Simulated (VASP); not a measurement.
# Sn2Ge3 (I4/mmm) in VASP: a series of runs, part 2 of 2

VASP 6.6.1.

### 3 Single point, PBE

This run uses another cell than the first one, of 22.80 Å³/atom.

The input, INCAR:

```
PREC     = Accurate       # precision mode
ENCUT    = 520            # plane-wave cutoff, eV
EDIFF    = 1E-6           # SCF threshold, eV
ISMEAR   = 0              # smearing method
SIGMA    = 0.1            # smearing width, eV
LREAL    = F              # projectors in reciprocal space
LASPH    = T              # aspherical terms in the spheres
NELM     = 100            # most SCF steps
ALGO     = Normal         # electronic algorithm
ISIF     = 2              # what is computed and relaxed
LWAVE    = F              # write WAVECAR
LCHARG   = F              # write CHGCAR
GGA      = PE             # functional
NBANDS   = 43             # bands
```

The input, KPOINTS:

```
regular mesh
0
Gamma
  8 8 8
```

The input, POSCAR:

```
Sn2Ge3
1.0
   -1.5914090400      1.5914090400     11.2529612200
    1.5914090400     -1.5914090400     11.2529612200
    1.5914090400      1.5914090400    -11.2529612200
Sn Ge
2 3
Direct
    0.4000000000      0.4000000000      0.0000000000
    0.6000000000      0.6000000000      0.0000000000
    0.0000000000      0.0000000000      0.0000000000
    0.8000000000      0.8000000000      0.0000000000
    0.2000000000      0.2000000000      0.0000000000
```

Potentials or basis: VASP PAW PBE potentials, release 64 (Sn_d, Ge_d).

Launch:

```sh
> cat potpaw_PBE.64/Sn_d/POTCAR potpaw_PBE.64/Ge_d/POTCAR > POTCAR
> mpirun -np 1 vasp_std > vasp.out
```

OUTCAR:

```text
PREC = Accurate
   ENCUT = 520
   EDIFF = 1E-6
   ISMEAR = 0
   LREAL = F
   LASPH = T
   NELM = 100
   ISIF = 2
   GGA = PE

 ion  position               nearest neighbor table
   1  0.400  0.400  0.000-   3 3.18   3 3.18   3 3.18   4 3.18   3 3.18   4 3.18   4 3.18   4 3.18

   2  0.600  0.600  0.000-   5 3.18   5 3.18   5 3.18   3 3.18   5 3.18   3 3.18   3 3.18   3 3.18

   3  0.000  0.000  0.000-   2 3.18   2 3.18   2 3.18   1 3.18   2 3.18   1 3.18   1 3.18   1 3.18

   4  0.800  0.800  0.000-   1 3.18   1 3.18   1 3.18   1 3.18
   5  0.200  0.200  0.000-   2 3.18   2 3.18   2 3.18   2 3.18

  LATTYP: Found a body centered tetragonal cell.
 ALAT       =     3.1828180800
 C/A-ratio  =     7.0710678004

  Lattice vectors:

 A1 = (  -1.5914090400,   1.5914090400,  11.2529612200)
 A2 = (   1.5914090400,  -1.5914090400,  11.2529612200)
 A3 = (   1.5914090400,   1.5914090400, -11.2529612200)

Analysis of symmetry for initial positions (statically):
=====================================================================
 Subroutine PRICEL returns:
 Original cell was already a primitive cell.

 Routine SETGRP: Setting up the symmetry group for a
 body centered tetragonal supercell.

 Subroutine GETGRP returns: Found 16 space group operations
 (whereof 16 operations were pure point group operations)
 out of a pool of 16 trial point group operations.

The static configuration has the point symmetry D_4h.

Analysis of symmetry for dynamics (positions and initial velocities):
=====================================================================
 Subroutine PRICEL returns:
 Original cell was already a primitive cell.

 Routine SETGRP: Setting up the symmetry group for a
 body centered tetragonal supercell.

 Subroutine GETGRP returns: Found 16 space group operations
 (whereof 16 operations were pure point group operations)
 out of a pool of 16 trial point group operations.

The dynamic configuration has the point symmetry D_4h.

 Subroutine INISYM returns: Found 16 space group operations
 (whereof 16 operations are pure point group operations),
 and found     1 'primitive' translations

----------------------------------------------------------------------------------------

                                     Primitive cell

  volume of cell :     113.9962

  direct lattice vectors                    reciprocal lattice vectors
    -1.591409040  1.591409040 11.252961220     0.000000000  0.314186980  0.044432749
     1.591409040 -1.591409040 11.252961220     0.314186980  0.000000000  0.044432749
     1.591409040  1.591409040-11.252961220     0.314186980  0.314186980  0.000000000

  length of vectors
    11.475813770 11.475813770 11.475813770     0.317313295  0.317313295  0.444327488

  position of ions in fractional coordinates (direct lattice)
     0.400000000  0.400000000  0.000000000
     0.600000000  0.600000000  0.000000000
     0.000000000  0.000000000  0.000000000
     0.800000000  0.800000000  0.000000000
     0.200000000  0.200000000  0.000000000

  ion indices of the primitive-cell ions
   primitive index   ion index
                 1           1
                 2           2
                 3           3
                 4           4
                 5           5

----------------------------------------------------------------------------------------

 KPOINTS: regular mesh

Automatic generation of k-mesh.
 Grid dimensions read from file:
 generate k-points for:    8    8    8

 Generating k-lattice:

  Cartesian coordinates                     Fractional coordinates (reciprocal lattice)
     0.000000000  0.039273372  0.005554094     0.125000000  0.000000000  0.000000000
     0.039273372  0.000000000  0.005554094     0.000000000  0.125000000  0.000000000
     0.039273372  0.039273372  0.000000000     0.000000000  0.000000000  0.125000000

  Length of vectors
     0.039664162  0.039664162  0.055540936

  Shift w.r.t. Gamma in fractional coordinates (k-lattice)
     0.000000000  0.000000000  0.000000000

 Subroutine IBZKPT returns following result:
 ===========================================

 Found     59 irreducible k-points:

 Following reciprocal coordinates:
            Coordinates               Weight
  0.000000  0.000000  0.000000      1.000000
  0.125000 -0.000000  0.000000      8.000000
  0.250000 -0.000000  0.000000      8.000000
  0.375000 -0.000000  0.000000      8.000000
  0.500000 -0.000000  0.000000      4.000000
  0.125000  0.125000  0.000000      8.000000
[... 16 lines left out ...]
  0.250000  0.125000  0.125000     16.000000
  0.375000  0.125000  0.125000      8.000000
 [... further k-points ...]
   k-points           NKPTS =     59   k-points in BZ     NKDIM =     59   number of bands    NBANDS=     43
   number of dos      NEDOS =    301   number of ions     NIONS =      5
   total plane-waves  NPLWV = 729000
   dimension x,y,z NGX =    90 NGY =   90 NGZ =   90
   dimension x,y,z NGXF=   180 NGYF=  180 NGZF=  180
   ions per type =               2   3
   NGX,Y,Z   is equivalent  to a cutoff of  13.04, 13.04, 13.04 a.u.
   NGXF,Y,Z  is equivalent  to a cutoff of  26.08, 26.08, 26.08 a.u.
 SYSTEM =  unknown system
   PREC   = accura    normal or accurate (medium, high low for compatibility)
   ISTART =      0    job   : 0-new  1-cont  2-samecut
   ICHARG =      2    charge: 1-file 2-atom 10-const
   ISPIN  =      1    spin polarized calculation?
   LNONCOLLINEAR =      F non collinear calculations
   LSORBIT =      F    spin-orbit coupling
   LASPH  =      T    aspherical Exc in radial PAW
   ENCUT  =  520.0 eV  38.22 Ry    6.18 a.u.  21.34 21.34 21.34*2*pi/ulx,y,z
   NELM   =    100;   NELMIN=  2; NELMDL= -5     # of ELM steps
   EDIFF  = 0.1E-05   stopping-criterion for ELM
   LREAL  =      F    real-space projection
   EDIFFG = 0.1E-04   stopping-criterion for IOM
   NSW    =      0    number of steps for IOM
   IBRION =     -1    ionic relax: 0-MD 1-quasi-New 2-CG
   NFREE  =      0    steps in history (QN), initial steepest desc. (CG)
   ISIF   =      2    stress and relaxation
   ISYM   =      2    0-nonsym 1-usesym 2-fastsym
   POTIM  = 0.5000    time-step for ionic-motion
   TEBEG  =    0.0;   TEEND  =   0.0 temperature during run
   PSTRESS=    0.0 pullay stress
   NELECT =      70.0000    total number of electrons
   NUPDOWN=      -1.0000    fix difference up-down
   EMIN   =  10.00;   EMAX   =-10.00  energy-range for DOS
   EFERMI =   0.00;   METHOD = LEGACY
   ISMEAR =     0;   SIGMA  =   0.10  broadening in eV -4-tet -1-fermi 0-gaus
   EFERMI_NEDOS =   21; number of points for ismear=-14 and -15
   IALGO  =     38    algorithm
   IMIX   =      4    mixing-type and parameters
     AMIX     =   0.40;   BMIX     =  1.00
     AMIX_MAG =   1.60;   BMIX_MAG =  1.00
  volume/ion in A,a.u.               =      22.80       153.86
  Fermi-wavevector in a.u.,A,eV,Ry     =   1.391481  2.629518 26.343873  1.936220
  Thomas-Fermi vector in A             =   2.515316
   LORBIT       =      0    0 simple, 1 ext, 2 COOP (PROOUT), +10 PAW based schemes
   GGA     = PE    functional components
   LHFCALC =     F    Hartree Fock is set to
   AEXX    =    0.0000 exact exchange contribution
   IVDW    =     0    specifies the selected vdW correction
   LEPSILON=     F    determine dielectric tensor
   LRPA    =     F    only Hartree local field effects (RPA)
 non-spin polarized calculation
 Gauss-broadening in eV      SIGMA  =   0.10
  energy-cutoff  :      520.00
  volume of cell :      114.00
 maximum number of plane-waves:      3110
 NGX is ok and might be reduce to    90
   NGX = 43   NGY = 43   NGZ = 43

 number of electron      69.9999988 magnetization

 Free energy of the ion-electron system (eV)
  ---------------------------------------------------
  ext. energy  EPLUGINS =         0.00000000
  ---------------------------------------------------
  free energy    TOTEN  =       -19.94760794 eV

  energy without entropy =      -19.93743512  energy(sigma->0) =      -19.94252153

 E-fermi :   7.1964     XC(G=0): -10.7210

 val. band max:        7.1243329904   @ k =  -0.3750  -0.3750   0.1250
 cond. band min:       7.2050890560   @ k =  -0.1250   0.5000   0.1250
 fundamental gap:      0.0807560657
 Fermi energy:         7.1963683450

 k-point     1 :       0.0000    0.0000    0.0000
  band No.  band energies     occupation
      1     -17.6252      2.00000
      2     -17.6213      2.00000
      3     -17.6104      2.00000
      4     -17.6041      2.00000
      5     -17.5976      2.00000
      6     -17.5901      2.00000
[... 1093 lines left out ...]
     42       9.6887      0.00000
     43      10.4549      0.00000

 [... further k-points ...]
[... 5 lines left out ...]
  --------------------------------------------------------------------------------------
  -------------------------------------------------------------------------------------
  Total        0.5829003      0.5829003      0.1095859      0.0000000      0.0000000      0.0000000
  in kB        8.1924616      8.1924616      1.5401918      0.0000000      0.0000000      0.0000000
  external PRESSURE =       5.9750383 kB  Pullay stress =       0.0000000 kB

 VOLUME and BASIS-vectors are now :
 -----------------------------------------------------------------------------
  energy-cutoff  :      520.00
  volume of cell :      114.00
      direct lattice vectors                 reciprocal lattice vectors
    -1.591409040  1.591409040 11.252961220     0.000000000  0.314186980  0.044432749
     1.591409040 -1.591409040 11.252961220     0.314186980  0.000000000  0.044432749
     1.591409040  1.591409040-11.252961220     0.314186980  0.314186980  0.000000000

 POSITION                                       TOTAL-FORCE (eV/Angst)
 -----------------------------------------------------------------------------------
      0.00000      0.00000      9.00237         0.000000      0.000000     -0.029473
      0.00000      0.00000     13.50355         0.000000      0.000000      0.029473
      0.00000      0.00000      0.00000         0.000000      0.000000     -0.000000
      0.00000      0.00000     18.00474        -0.000000     -0.000000     -0.506121
      0.00000      0.00000      4.50118         0.000000      0.000000      0.506121
 -----------------------------------------------------------------------------------
    total drift:                                0.000000      0.000000      0.000000

  FREE ENERGIE OF THE ION-ELECTRON SYSTEM (eV)
  ---------------------------------------------------
  free  energy   TOTEN  =       -19.9476079424 eV

  energy  without entropy=      -19.9374351223  energy(sigma->0) =      -19.94252153
```

It took 68 min on 1 thread of Intel Xeon Platinum 8259CL at 2.50GHz (Skylake/Cascade Lake), shared host; peak memory 1.4 GiB.

What came out:

```
Free energy            : -19.9476 eV
Pressure               : 0.6 GPa
Largest force          : 0.506 eV/Å
Band gap on the k mesh : zero (bands 35 and 36 overlap by 4.76 eV)
```

Forces on the atoms (eV/Å):
```
Sn   0.000  0.000 -0.029
Sn   0.000  0.000  0.029
Ge   0.000  0.000  0.000
Ge   0.000  0.000 -0.506
Ge   0.000  0.000  0.506
```

Caveat: spin-orbit coupling is left out, which moves the levels of the heavy elements.

The gap in the log of VASP goes by the Fermi energy; the results here count the filled bands.